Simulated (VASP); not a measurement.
Runs of VASP 6.6.1 on InSb. The structure is that of space group F-43m (No. 216), or close to it. The cells are those of the table. 

```csv
level,potentials or basis,spin,cell,k mesh,cutoff (eV),grid for exact exchange (PRECFOCK),share of exact exchange,screening parameter,gap on the mesh (eV),pressure (GPa)
HSE06,"VASP PAW PBE potentials, release 64 (In_d, Sb)",off,"a = 4.731 Å, angles 60.0°, 2 atoms",4 × 4 × 4,520,Normal,0.25,0.2079 1/Å,none,-2.4
PBE,"VASP PAW PBE potentials, release 64 (In_d, Sb_d_GW)",off,"a = 4.452 Å, angles 60.0°, 2 atoms",6 × 6 × 6,500,-,-,-,0.31,8.4
HSE06,"VASP PAW PBE potentials, release 64 (In_d, Sb)",off,"a = 4.499 Å, angles 60.0°, 2 atoms",4 × 4 × 4,520,Normal,0.25,0.2079 1/Å,0.93,(a)
r2SCAN,"VASP PAW PBE potentials, release 64 (In_d, Sb)","non-collinear, zero start, SOC","a = 4.499 Å, angles 60.0°, 2 atoms",6 × 6 × 6,520,-,-,-,-,(b)
r2SCAN,"VASP PAW PBE potentials, release 64 (In_d, Sb)",off,"a = 4.777 Å, angles 60.0°, 2 atoms",6 × 6 × 6,520,-,-,-,none,-3.1
```

Alike in all rows: task single point; smearing fermi-dirac 0.02 eV.

**Question.** Estimate the missing entries.

**Answer.** (a) 4.2; (b) 4.9.

Caveats: some runs use coarse meshes; the PAW data sets were made with another functional, which shifts forces and pressure a little (at least some runs); spin-orbit coupling is left out, which moves the levels of the heavy elements (at least some runs); the cell stands under pressure (at least some runs); semilocal functionals underestimate gaps, and a narrow one can read as zero (at least some runs); the cell stands under tension (at least some runs).

A k mesh can miss the band edges, and rows without SOC leave out spin-orbit coupling on In, Sb.

A gap of «none» marks levels without a gap at the run's occupations.

The runs don't all hold the same shells in valence.
